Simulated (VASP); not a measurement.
Set up this calculation in VASP 6.6.1, as the native input.

* Task: single point
* Functional: PBEsol
* Potentials or basis: VASP PAW PBE potentials, release 64 (Au)
* Cutoff: 520 eV
* k mesh: 14 × 14 × 8
* Occupations: fermi-dirac, width 0.03 eV
* Spin: no spin polarisation
* Dipole correction: no
* Further INCAR settings: ALGO = Normal; EDIFF = 1e-06; NBANDS = 18

The structure of Au lies in POSCAR:

```
Au
1.0
    2.9869983627      0.0000000000      0.0000000000
   -1.4934991814      2.5868164632      0.0000000000
    0.0000000000      0.0000000000      4.8800000000
Au
2
Direct
    0.3333333333      0.6666666667      0.7500000000
    0.6666666667      0.3333333333      0.2500000000
```

This cell differs from its parent crystal: equal xx and yy strain of +3 %.

The input as run:

INCAR

```
  PREC = Accurate
  ENCUT = 520
  EDIFF = 1E-6
  ISMEAR = -1
  SIGMA = 0.03
  LREAL = False
  LASPH = True
  NELM = 60
  ALGO = Normal
  ISIF = 2
  LWAVE = False
  LCHARG = True
  GGA = PS
  LELF = True
  LVHAR = True
  NBANDS = 18
```

KPOINTS

```
regular mesh
0
Gamma
  14 14 8
```

Potentials or basis: VASP PAW PBE potentials, release 64 (Au).

Command:

```bash
$ cat potpaw_PBE.64/Au/POTCAR > POTCAR
$ mpirun -np 1 vasp_std > vasp.out
```

It gave:

```yaml
Pressure: -13.0 GPa
Band_gap_on_the_k_mesh: zero (band 11 reaches 11.10 eV, above the bottom of band 12 at 5.22 eV)
```

Caveat: the cell differs from its parent crystal (equal xx and yy strain of +3 %); the PAW data sets were made with another functional, which shifts forces and pressure a little; spin-orbit coupling is left out, which moves the levels of the heavy elements.

It took 33 s on 1 thread of AMD EPYC 9R45 96-Core Processor (Zen 5), on a shared host, peak memory 0.17 GiB.
